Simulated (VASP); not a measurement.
Crystal: Ca.

```
CELL_PARAMETERS angstrom
0.00000 2.40613 2.40613
2.40613 0.00000 2.40613
2.40613 2.40613 0.00000
ATOMIC_POSITIONS crystal
Ca 0.00000 0.00000 0.00000
```

| Property | Result |
| --- | --- |
| Program | VASP 6.6.1 |
| Task | relaxation of cell and atoms |
| Functional | LDA |
| Potentials or basis | VASP PAW LDA potentials, release 64 (Ca_sv) |
| Cutoff | 500 eV |
| k mesh | 6 × 6 × 6 |
| Occupations | fermi-dirac, width 0.1 eV |
| Spin | no spin polarisation |

At the start: pressure 9.9 GPa; volume 27.86 Å³/atom.

Question: How do energy, volume and symmetry change on relaxing?

Answer: Over 4 steps the energy falls by 256.5 meV/atom and the volume is 38.14 Å³/atom (+36.9 %); space group Fm-3m (No. 225, to 0.1 Å) before and after.

Step by step:
| step | energy change (eV) | largest force (eV/Å) | pressure (GPa) | volume (Å³) |
| --- | --- | --- | --- | --- |
| 1 | 0.0000 | 0.0000 | 9.93 | 27.86 |
| 2 | -0.2438 | 0.0000 | 1.60 | 35.42 |
| 3 | -0.2550 | 0.0000 | -0.48 | 39.07 |
| 4 | -0.2565 | 0.0000 | -0.03 | 38.14 |

Final structure:
```xyz
1
Lattice="0.0000 2.6717 2.6717 2.6717 0.0000 2.6717 2.6717 2.6717 0.0000" Properties=species:S:1:pos:R:3 pbc="T T T"
Ca    0.0000    0.0000    0.0000
```

Caveat: the k points lie up to 0.34 Å⁻¹ apart in the final cell; the volume moved by over 15 % at a fixed basis, so the end points are rough.
